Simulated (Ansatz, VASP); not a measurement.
**BN in VASP and in Ansatz**

The input INCAR:

```
ALGO = Normal ; EDIFF = 1E-6
ENCUT = 600 ; GGA = CA
GGA_COMPAT = False ; ISIF = 2
ISMEAR = 0 ; LASPH = True
LCHARG = False ; LREAL = False
LWAVE = False ; NBANDS = 11
NELM = 120 ; PREC = Accurate
SIGMA = 0.02
```

KPOINTS

```
k-points
0
Gamma
  10 10 10
```

File POSCAR:

```
BN
1.0
    0.0000000000      1.8410000000      1.8410000000
    1.8410000000      0.0000000000      1.8410000000
    1.8410000000      1.8410000000      0.0000000000
B N
1 1
Direct
    0.0000000000      0.0000000000      0.0000000000
    0.2500000000      0.2500000000      0.2500000000
```

Input for Ansatz:

```yaml
crystal:
  lattice:
    - [0.0, 1.841, 1.841]
    - [1.841, 0.0, 1.841]
    - [1.841, 1.841, 0.0]
  atoms:
    - { symbol: B, position: [0.0, 0.0, 0.0] }
    - { symbol: "N", position: [0.25, 0.25, 0.25] }
basis:
  ecutwfc: 420
kpoints:
  mp_grid: { grid: [10, 10, 10] }
hamiltonian:
  xc: lda
scf:
  occupations: { method: gaussian, width: 0.02 }
output:
  forces: true
  stress: true
  eigenvalues: true
```

Alike in both runs: task single point; functional LDA; k mesh 10 × 10 × 10; occupations gaussian, width 0.02 eV; no spin polarisation.

|  | VASP | Ansatz |
| --- | --- | --- |
| version | VASP 6.6.1 | Ansatz 0.2.0 |
| potentials or method | VASP PAW LDA potentials, release 64 (B, N), cutoff 600 eV | scalar-relativistic, plane waves, PAW |
| valence electrons in the cell | 8 | 8 |

|  | VASP | Ansatz | Ansatz less VASP |
| --- | --- | --- | --- |
| gap on the k mesh at the Fermi level (eV) | 4.28 | 4.29 | +0.015 |
| least direct gap on the mesh (eV) | 8.43 | 8.44 | +0.012 |

LDA's correlation is that of Perdew and Zunger in VASP and of Perdew and Wang (1992) in Ansatz.
